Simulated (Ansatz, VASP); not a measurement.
## Two plane-wave programs on BN

```xyz
4
Lattice="2.4883 0.0000 0.0000 -1.2442 2.1550 0.0000 0.0000 0.0000 6.4955" Properties=species:S:1:pos:R:3 pbc="T T T"
B     0.0010    1.4361    1.6239
B     1.2432    0.7189    4.8716
N     0.0033    1.4347    4.8716
N     1.2409    0.7202    1.6239
```

Alike in both runs: task single point; functional PBE; k mesh 13 × 13 × 5; no spin polarisation.

|  | VASP | Ansatz |
| --- | --- | --- |
| version | VASP 6.6.1 | Ansatz 0.2.0 |
| potentials or method | VASP PAW PBE potentials, release 64 (B, N), cutoff 600 eV | plane-wave PAW DFT |
| occupations | gaussian, width 0.01 eV | fixed |
| valence electrons in the cell | 16 | 16 |

```tsv
	VASP	Ansatz	Ansatz less VASP
gap on the k mesh at the Fermi level (eV)	4.27	4.27	+0.003
```
